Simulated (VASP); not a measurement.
A run of VASP 6.6.1:

Contents of INCAR:

```
SYSTEM = Si2W
PREC = Accurate
ENCUT = 520
EDIFF = 1E-7
ISMEAR = -1
SIGMA = 0.05
LREAL = .FALSE.
LASPH = .TRUE.
NELM = 150
ALGO = Normal
ISIF = 2
LWAVE = .FALSE.
LCHARG = .FALSE.
LMAXMIX = 4
LDAU = .TRUE.
LDAUTYPE = 2
LDAUL = 2 -1
LDAUU = 4 0
LDAUJ = 0 0
LDAUPRINT = 1
GGA = PS
NBANDS = 43
```

Contents of KPOINTS:

```
regular mesh
0
G
  7 7 4
  0 0 0
```

Contents of POSCAR:

```
Si2W
1.0
    4.6168523821      0.0000000000      0.0000000000
   -2.3084261911      3.9983114484      0.0000000000
    0.0000000000      0.0000000000      6.6532220000
W Si
3 6
Direct
    0.5000000000      0.0000000000      0.5000000000
    0.5000000000      0.5000000000      0.8333333333
    0.0000000000      0.5000000000      0.1666666667
    0.3272520000      0.1636260000      0.1666666667
    0.8363740000      0.1636260000      0.8333333333
    0.1636260000      0.3272520000      0.5000000000
    0.6727480000      0.8363740000      0.1666666667
    0.1636260000      0.8363740000      0.8333333333
    0.8363740000      0.6727480000      0.5000000000
```

Potentials or basis: VASP PAW PBE potentials, release 64 (W_sv, Si).

Run with:

```console
$ cat potpaw_PBE.64/W_sv/POTCAR potpaw_PBE.64/Si/POTCAR > POTCAR
$ mpirun -np 1 vasp_std > vasp.out
```

Hardware: 1 thread of AMD EPYC 7R13 Processor (Zen 3), with other jobs on the host.

Q: How long does it take, and how much memory?

A: Run time: 120 s on 1 thread of AMD EPYC 7R13 Processor (Zen 3) (shared host), peak memory 0.26 GiB. Counts: scf iterations 14, k points 24.
